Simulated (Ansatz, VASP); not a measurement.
**Two plane-wave programs on P**

Contents of INCAR:

```
SYSTEM = P
PREC     = Accurate       ! precision mode
ENCUT    = 520            ! plane-wave cutoff, eV
EDIFF    = 1E-6           ! SCF threshold, eV
ISMEAR   = 0              ! smearing method
SIGMA    = 0.05           ! smearing width, eV
LREAL    = .False.        ! projectors in reciprocal space
LASPH    = .True.         ! aspherical terms in the spheres
NELM     = 100            ! most SCF steps
ALGO     = Normal         ! electronic algorithm
ISIF     = 2              ! what is computed and relaxed
LWAVE    = .False.        ! write WAVECAR
LCHARG   = .False.        ! write CHGCAR
GGA      = PS             ! functional
NBANDS   = 18             ! bands
```

KPOINTS

```
Automatic mesh
0
Gamma
  10 1 8
  0 0 0
```

File POSCAR:

```
P
1.0
    3.3762753915      0.0000000000      0.0000000000
    0.0000000000     35.8394318856      0.0000000000
    0.0000000000      0.0000000000      4.3816233729
P
4
Direct
    0.0000000000      0.9702614300      0.5921507200
    0.0000000000      0.0297385700      0.4078492800
    0.5000000000      0.0297385700      0.0921507200
    0.5000000000      0.9702614300      0.9078492800
```

Input for Ansatz:

```yaml
crystal:
  lattice:
    - [3.3762753915, 0.0, 0.0]
    - [0.0, 35.8394318856, 0.0]
    - [0.0, 0.0, 4.3816233729]
  atoms:
    - { symbol: P, position: [0.0, 0.97026143, 0.59215072] }
    - { symbol: P, position: [0.0, 0.02973857, 0.40784928] }
    - { symbol: P, position: [0.5, 0.02973857, 0.09215072] }
    - { symbol: P, position: [0.5, 0.97026143, 0.90784928] }
basis:
  ecutwfc: 420
kpoints:
  mp_grid: { grid: [10, 1, 8] }
hamiltonian:
  xc: pbesol
scf:
  occupations: { method: gaussian, width: 0.05 }
output:
  forces: true
  stress: true
  eigenvalues: true
```

Alike in both runs: task single point; functional PBEsol; k mesh 10 × 1 × 8; occupations gaussian, width 0.05 eV; no spin polarisation.

|  | VASP | Ansatz |
| --- | --- | --- |
| version | VASP 6.6.1 | Ansatz 0.2.0 |
| potentials or method | VASP PAW PBE potentials, release 64 (P), cutoff 520 eV | scalar-relativistic, plane waves, PAW |
| valence electrons in the cell | 20 | 20 |

```tsv
	VASP	Ansatz	Ansatz less VASP
gap on the k mesh at the Fermi level (eV)	0.48	0.47	-0.015
least direct gap on the mesh (eV)	0.50	0.49	-0.004
rms of the force components (eV/Å)	0.589	0.594	+0.0047
```

VASP's potentials were made for PBE, not for PBEsol. Atom by atom the forces differ by 0.010 eV/Å (rms over components).
